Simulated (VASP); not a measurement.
# Ir (Im-3m) in VASP: further runs

Runs on Ir. Level: PBE. Tasks: single point.

Program: VASP 6.6.1. These are calculated values, not measurements. Logs are shortened: lines on timing, memory, paths and dates and some standing lists are left out, and cuts for length are marked.

## Step 1: The cell of the first run

The structure is cubic, space group Im-3m (No. 229). The conventional cell has a = 3.048 Å, b = 3.048 Å, c = 3.048 Å, α = 90.00°, β = 90.00°, γ = 90.00°. Within 3.5 Å of Ir (site symmetry m-3m) lie 14 Ir at 2.64 to 3.05 Å.

## Step 2: Single point, PBE

The input, INCAR:

```
PREC = Accurate
ENCUT = 520
EDIFF = 1E-6
ISMEAR = 0
SIGMA = 0.05
LREAL = F
LASPH = T
NELM = 60
ALGO = Fast
ISIF = 2
LWAVE = F
LCHARG = T
GGA = PE
LELF = T
LVHAR = T
NBANDS = 10
```

The input, KPOINTS:

```
Automatic mesh
0
Gamma
  20 20 20
```

The input, POSCAR:

```
Ir
1.0
   -1.5239058711      1.5239058711      1.5239058711
    1.5239058711     -1.5239058711      1.5239058711
    1.5239058711      1.5239058711     -1.5239058711
Ir
1
Direct
    0.0000000000      0.0000000000      0.0000000000
```

Potentials or basis: VASP PAW PBE potentials, release 64 (Ir).

On the command line:

```
cat potpaw_PBE.64/Ir/POTCAR > POTCAR
mpirun -np 1 vasp_std > vasp.out
```

OUTCAR:

```text
PREC = Accurate
   ENCUT = 520
   EDIFF = 1E-6
   ISMEAR = 0
   LREAL = F
   LASPH = T
   NELM = 60
   ISIF = 2
   GGA = PE

 ion  position               nearest neighbor table
   1  0.000  0.000  0.000-

  LATTYP: Found a body centered cubic cell.
 ALAT       =     3.0478117422

  Lattice vectors:

 A1 = (  -1.5239058711,   1.5239058711,   1.5239058711)
 A2 = (   1.5239058711,  -1.5239058711,   1.5239058711)
 A3 = (   1.5239058711,   1.5239058711,  -1.5239058711)

Analysis of symmetry for initial positions (statically):
=====================================================================
 Subroutine PRICEL returns:
 Original cell was already a primitive cell.

 Routine SETGRP: Setting up the symmetry group for a
 body centered cubic supercell.

 Subroutine GETGRP returns: Found 48 space group operations
 (whereof 48 operations were pure point group operations)
 out of a pool of 48 trial point group operations.

The static configuration has the point symmetry O_h .

Analysis of symmetry for dynamics (positions and initial velocities):
=====================================================================
 Subroutine PRICEL returns:
 Original cell was already a primitive cell.

 Routine SETGRP: Setting up the symmetry group for a
 body centered cubic supercell.

 Subroutine GETGRP returns: Found 48 space group operations
 (whereof 48 operations were pure point group operations)
 out of a pool of 48 trial point group operations.

The dynamic configuration has the point symmetry O_h .

 Subroutine INISYM returns: Found 48 space group operations
 (whereof 48 operations are pure point group operations),
 and found     1 'primitive' translations

----------------------------------------------------------------------------------------

                                     Primitive cell

  volume of cell :      14.1558

  direct lattice vectors                    reciprocal lattice vectors
    -1.523905871  1.523905871  1.523905871     0.000000000  0.328104255  0.328104255
     1.523905871 -1.523905871  1.523905871     0.328104255  0.000000000  0.328104255
     1.523905871  1.523905871 -1.523905871     0.328104255  0.328104255  0.000000000

  length of vectors
     2.639482395  2.639482395  2.639482395     0.464009487  0.464009487  0.464009487

  position of ions in fractional coordinates (direct lattice)
     0.000000000  0.000000000  0.000000000

  ion indices of the primitive-cell ions
   primitive index   ion index
                 1           1

----------------------------------------------------------------------------------------

 KPOINTS: Automatic mesh

Automatic generation of k-mesh.
 Grid dimensions read from file:
 generate k-points for:   20   20   20

 Generating k-lattice:

  Cartesian coordinates                     Fractional coordinates (reciprocal lattice)
     0.000000000  0.016405213  0.016405213     0.050000000  0.000000000  0.000000000
     0.016405213  0.000000000  0.016405213     0.000000000  0.050000000  0.000000000
     0.016405213  0.016405213  0.000000000     0.000000000  0.000000000  0.050000000

  Length of vectors
     0.023200474  0.023200474  0.023200474

  Shift w.r.t. Gamma in fractional coordinates (k-lattice)
     0.000000000  0.000000000  0.000000000

 Subroutine IBZKPT returns following result:
 ===========================================

 Found    256 irreducible k-points:

 Following reciprocal coordinates:
            Coordinates               Weight
  0.000000  0.000000  0.000000      1.000000
  0.050000  0.000000  0.000000     12.000000
  0.100000  0.000000  0.000000     12.000000
  0.150000  0.000000  0.000000     12.000000
  0.200000  0.000000  0.000000     12.000000
  0.250000  0.000000  0.000000     12.000000
[... 16 lines left out ...]
  0.200000  0.100000  0.000000     48.000000
  0.250000  0.100000  0.000000     48.000000
 [... further k-points ...]
   k-points           NKPTS =    256   k-points in BZ     NKDIM =    256   number of bands    NBANDS=     10
   number of dos      NEDOS =    301   number of ions     NIONS =      1
   total plane-waves  NPLWV =   8000
   dimension x,y,z NGX =    20 NGY =   20 NGZ =   20
   dimension x,y,z NGXF=    40 NGYF=   40 NGZF=   40
   ions per type =               1
   NGX,Y,Z   is equivalent  to a cutoff of  12.60, 12.60, 12.60 a.u.
   NGXF,Y,Z  is equivalent  to a cutoff of  25.19, 25.19, 25.19 a.u.
 SYSTEM =  unknown system
   PREC   = accura    normal or accurate (medium, high low for compatibility)
   ISTART =      0    job   : 0-new  1-cont  2-samecut
   ICHARG =      2    charge: 1-file 2-atom 10-const
   ISPIN  =      1    spin polarized calculation?
   LNONCOLLINEAR =      F non collinear calculations
   LSORBIT =      F    spin-orbit coupling
   LASPH  =      T    aspherical Exc in radial PAW
   ENCUT  =  520.0 eV  38.22 Ry    6.18 a.u.   4.91  4.91  4.91*2*pi/ulx,y,z
   NELM   =     60;   NELMIN=  2; NELMDL= -5     # of ELM steps
   EDIFF  = 0.1E-05   stopping-criterion for ELM
   LREAL  =      F    real-space projection
   EDIFFG = 0.1E-04   stopping-criterion for IOM
   NSW    =      0    number of steps for IOM
   IBRION =     -1    ionic relax: 0-MD 1-quasi-New 2-CG
   NFREE  =      0    steps in history (QN), initial steepest desc. (CG)
   ISIF   =      2    stress and relaxation
   ISYM   =      2    0-nonsym 1-usesym 2-fastsym
   POTIM  = 0.5000    time-step for ionic-motion
   TEBEG  =    0.0;   TEEND  =   0.0 temperature during run
   PSTRESS=    0.0 pullay stress
   NELECT =       9.0000    total number of electrons
   NUPDOWN=      -1.0000    fix difference up-down
   EMIN   =  10.00;   EMAX   =-10.00  energy-range for DOS
   EFERMI =   0.00;   METHOD = LEGACY
   ISMEAR =     0;   SIGMA  =   0.05  broadening in eV -4-tet -1-fermi 0-gaus
   EFERMI_NEDOS =   21; number of points for ismear=-14 and -15
   IALGO  =     68    algorithm
   IMIX   =      4    mixing-type and parameters
     AMIX     =   0.40;   BMIX     =  1.00
     AMIX_MAG =   1.60;   BMIX_MAG =  1.00
  volume/ion in A,a.u.               =      14.16        95.53
  Fermi-wavevector in a.u.,A,eV,Ry     =   1.407702  2.660172 26.961660  1.981626
  Thomas-Fermi vector in A             =   2.529935
   LORBIT       =      0    0 simple, 1 ext, 2 COOP (PROOUT), +10 PAW based schemes
   GGA     = PE    functional components
   LHFCALC =     F    Hartree Fock is set to
   AEXX    =    0.0000 exact exchange contribution
   IVDW    =     0    specifies the selected vdW correction
   LEPSILON=     F    determine dielectric tensor
   LRPA    =     F    only Hartree local field effects (RPA)
 non-spin polarized calculation
 RMM-DIIS sequential band-by-band and
 Gauss-broadening in eV      SIGMA  =   0.05
  energy-cutoff  :      520.00
  volume of cell :       14.16
 maximum number of plane-waves:       398
   NGX =  9   NGY =  9   NGZ =  9

 number of electron       8.9999999 magnetization

 Free energy of the ion-electron system (eV)
  ---------------------------------------------------
  ext. energy  EPLUGINS =         0.00000000
  ---------------------------------------------------
  free energy    TOTEN  =        -8.15520817 eV

  energy without entropy =       -8.15078014  energy(sigma->0) =       -8.15299416

 E-fermi :  10.1610     XC(G=0): -13.9646

 val. band max:       10.1588733893   @ k =  -0.2500   0.4000   0.1000
 cond. band min:      10.1615242121   @ k =   0.3000   0.1500   0.1500
 fundamental gap:      0.0026508228
 Fermi energy:        10.1610319278

 k-point     1 :       0.0000    0.0000    0.0000
  band No.  band energies     occupation
      1      -0.7087      2.00000
      2       6.4197      2.00000
      3       6.4197      2.00000
      4       6.4197      2.00000
      5       9.5848      2.00000
      6       9.5848      2.00000
      7      27.1058      0.00000
      8      27.1058      0.00000
      9      27.1058      0.00000
     10      38.3724      0.00000

 k-point     2 :       0.0500    0.0000    0.0000
  band No.  band energies     occupation
      1      -0.5905      2.00000
      2       6.3638      2.00000
      3       6.4165      2.00000
      4       6.5250      2.00000
      5       9.5051      2.00000
      6       9.5882      2.00000
      7      27.1804      0.00000
      8      27.2812      0.00000
      9      27.2920      0.00000
     10      37.1092      0.00000

 k-point     3 :       0.1000    0.0000    0.0000
  band No.  band energies     occupation
      1      -0.2452      2.00000
      2       6.2049      2.00000
      3       6.3977      2.00000
      4       6.8376      2.00000
      5       9.3104      2.00000
      6       9.6008      2.00000
      7      27.3513      0.00000
      8      27.7016      0.00000
      9      27.8391      0.00000
     10      35.4249      0.00000

 k-point     4 :       0.1500    0.0000    0.0000
  band No.  band energies     occupation
      1       0.2961      2.00000
      2       5.9669      2.00000
      3       6.3467      2.00000
      4       7.3467      2.00000
      5       9.1074      2.00000
      6       9.6275      2.00000
      7      27.4356      0.00000
      8      28.0070      0.00000
      9      28.7143      0.00000
     10      34.2124      0.00000

 k-point     5 :       0.2000    0.0000    0.0000
  band No.  band energies     occupation
      1       0.9685      2.00000
      2       5.6820      2.00000
      3       6.2820      2.00000
      4       8.0333      2.00000
      5       9.0011      2.00000
      6       9.6740      2.00000
      7      27.1512      0.00000
      8      27.5810      0.00000
      9      29.8689      0.00000
     10      33.8045      0.00000

 k-point     6 :       0.2500    0.0000    0.0000
  band No.  band energies     occupation
      1       1.6511      2.00000
      2       5.3832      2.00000
      3       6.3171      2.00000
      4       8.8671      2.00000
      5       9.0301      2.00000
      6       9.7432      2.00000
      7      26.1916      0.00000
      8      26.4192      0.00000
      9      31.2410      0.00000
     10      34.2944      0.00000

 k-point     7 :       0.3000    0.0000    0.0000
  band No.  band energies     occupation
      1       2.1682      2.00000
      2       5.1000      2.00000
      3       6.6494      2.00000
      4       9.1657      2.00000
      5       9.8009      2.00000
      6       9.8324      2.00000
      7      24.2902      0.00000
      8      25.4794      0.00000
      9      32.2765      0.00000
     10      32.7521      0.00000

 k-point     8 :       0.3500    0.0000    0.0000
  band No.  band energies     occupation
      1       2.4098      2.00000
      2       4.8566      2.00000
      3       7.3853      2.00000
      4       9.3562      2.00000
      5       9.9319      2.00000
      6      10.7620      0.00000
      7      22.2829      0.00000
      8      24.5764      0.00000
      9      30.3928      0.00000
     10      34.2951      0.00000

 k-point     9 :       0.4000    0.0000    0.0000
  band No.  band energies     occupation
      1       2.4486      2.00000
      2       4.6706      2.00000
      3       8.3662      2.00000
      4       9.5630      2.00000
      5      10.0251      1.99988
      6      11.6394      0.00000
      7      20.4274      0.00000
      8      23.8532      0.00000
      9      28.8268      0.00000
     10      35.7088      0.00000
[... 118 lines left out ...]
 k-point    19 :       0.4000    0.0500   -0.0000
  band No.  band energies     occupation
      1       2.5175      2.00000
      2       4.6271      2.00000
      3       8.5519      2.00000
      4       9.5302      2.00000
      5      10.2493      0.01251
      6      12.2508      0.00000
      7      19.5942      0.00000
      8      23.6863      0.00000
      9      27.9282      0.00000
     10      35.4552      0.00000

 k-point    20 :       0.4500    0.0500   -0.0000
  band No.  band energies     occupation
      1       2.4847      2.00000
      2       4.5503      2.00000
      3       9.1842      2.00000
      4       9.4821      2.00000
      5      10.5019      0.00000
      6      12.7520      0.00000
      7      18.5332      0.00000
      8      23.3736      0.00000
      9      27.2392      0.00000
     10      35.1996      0.00000

 k-point    21 :       0.1000    0.1000    0.0000
  band No.  band energies     occupation
      1       0.6111      2.00000
      2       5.9615      2.00000
      3       6.1101      2.00000
      4       7.7365      2.00000
      5       8.9420      2.00000
      6       9.7207      2.00000
      7      27.6990      0.00000
      8      28.1241      0.00000
      9      28.6713      0.00000
     10      33.2168      0.00000

 k-point    22 :       0.1500    0.1000   -0.0000
  band No.  band energies     occupation
      1       1.2713      2.00000
      2       5.7194      2.00000
      3       5.9703      2.00000
      4       8.4764      2.00000
      5       8.8188      2.00000
      6       9.8188      2.00000
      7      27.3547      0.00000
      8      27.5681      0.00000
      9      29.4136      0.00000
     10      32.5839      0.00000

 k-point    23 :       0.2000    0.1000    0.0000
  band No.  band energies     occupation
      1       1.9575      2.00000
      2       5.4322      2.00000
      3       5.9447      2.00000
      4       8.8177      2.00000
      5       9.3764      2.00000
      6       9.9234      2.00000
      7      25.9264      0.00000
      8      26.8379      0.00000
      9      30.3975      0.00000
     10      31.4550      0.00000

 k-point    24 :       0.2500    0.1000    0.0000
  band No.  band energies     occupation
      1       2.4911      2.00000
      2       5.1582      2.00000
      3       6.1810      2.00000
      4       8.9532      2.00000
      5       9.9828      2.00000
      6      10.4163      0.00000
      7      24.0940      0.00000
      8      25.8462      0.00000
      9      30.0298      0.00000
     10      31.8472      0.00000

 [... further k-points ...]
[... 5 lines left out ...]
  --------------------------------------------------------------------------------------
  -------------------------------------------------------------------------------------
  Total        1.9972952      1.9972952      1.9972952      0.0000000      0.0000000     -0.0000000
  in kB      226.0572452    226.0572452    226.0572452      0.0000000      0.0000000     -0.0000000
  external PRESSURE =     226.0572452 kB  Pullay stress =       0.0000000 kB

 VOLUME and BASIS-vectors are now :
 -----------------------------------------------------------------------------
  energy-cutoff  :      520.00
  volume of cell :       14.16
      direct lattice vectors                 reciprocal lattice vectors
    -1.523905871  1.523905871  1.523905871     0.000000000  0.328104255  0.328104255
     1.523905871 -1.523905871  1.523905871     0.328104255  0.000000000  0.328104255
     1.523905871  1.523905871 -1.523905871     0.328104255  0.328104255  0.000000000

 POSITION                                       TOTAL-FORCE (eV/Angst)
 -----------------------------------------------------------------------------------
      0.00000      0.00000      0.00000        -0.000000     -0.000000      0.000000
 -----------------------------------------------------------------------------------
    total drift:                                0.000000     -0.000000      0.000000

  FREE ENERGIE OF THE ION-ELECTRON SYSTEM (eV)
  ---------------------------------------------------
  free  energy   TOTEN  =        -8.1552081742 eV

  energy  without entropy=       -8.1507801438  energy(sigma->0) =       -8.15299416
```

Run time: 29 s. Hardware: 1 thread of Intel Xeon Platinum 8259CL at 2.50GHz (Skylake/Cascade Lake), shared host; peak memory 0.16 GiB.

What came out:

```yaml
Free_energy: -8.1552 eV
Pressure: 22.6 GPa
```

Levels at points of the mesh, in eV from the Fermi level:
```
           k point  band 1  band 2  band 3  band 4  band 5  band 6  band 7  band 8
(0.00, 0.00, 0.00)  -10.87   -3.74   -3.74   -3.74   -0.58   -0.58   16.94   16.94
(0.50, 0.00, 0.00)   -7.76   -5.65   -0.75   -0.13   -0.04    2.36    8.29   13.07
(0.50, 0.50, 0.50)   -7.33   -7.33    1.61    1.61    1.61    8.03    8.03    8.03
```

Caveat: spin-orbit coupling is left out, which moves the levels of the heavy elements.

## Step 3: Single point, PBE

This run uses another cell than the first one, of 15.04 Å³/atom, 1.063 times its volume.

The input, INCAR:

```
PREC = Accurate
ENCUT = 520
EDIFF = 1E-6
ISMEAR = 0
SIGMA = 0.05
LREAL = False
LASPH = True
NELM = 80
ALGO = Fast
ISIF = 2
LWAVE = False
LCHARG = False
GGA = PE
NBANDS = 10
```

KPOINTS is that of step 2.

The input, POSCAR:

```
Ir
1.0
   -1.5550438914      1.5550438914      1.5550438914
    1.5550438914     -1.5550438914      1.5550438914
    1.5550438914      1.5550438914     -1.5550438914
Ir
1
Direct
    0.0000000000      0.0000000000      0.0000000000
```

Potentials or basis: VASP PAW PBE potentials, release 64 (Ir).

On the command line:

```
cat potpaw_PBE.64/Ir/POTCAR > POTCAR
mpirun -np 1 vasp_std > vasp.out
```

Run time: 29 s. Hardware: 1 thread of Intel Xeon Platinum 8259CL at 2.50GHz (Skylake/Cascade Lake), shared host; peak memory 0.16 GiB.

The run converged. Its results:

```yaml
Free_energy: -8.2155 eV
Pressure: 0.5 GPa
```

Levels at points of the mesh, in eV from the Fermi level:
```csv
k point,band 1,band 2,band 3,band 4,band 5,band 6,band 7,band 8,band 9
"(0.00, 0.00, 0.00)",-10.24,-3.41,-3.41,-3.41,-0.50,-0.50,16.93,16.93,16.93
"(0.50, 0.00, 0.00)",-7.14,-5.14,-0.68,-0.04,0.00,2.12,7.61,13.05,16.58
"(0.50, 0.50, 0.50)",-6.66,-6.66,1.46,1.46,1.46,7.80,7.80,7.80,14.17
```

Caveat: spin-orbit coupling is left out, which moves the levels of the heavy elements.
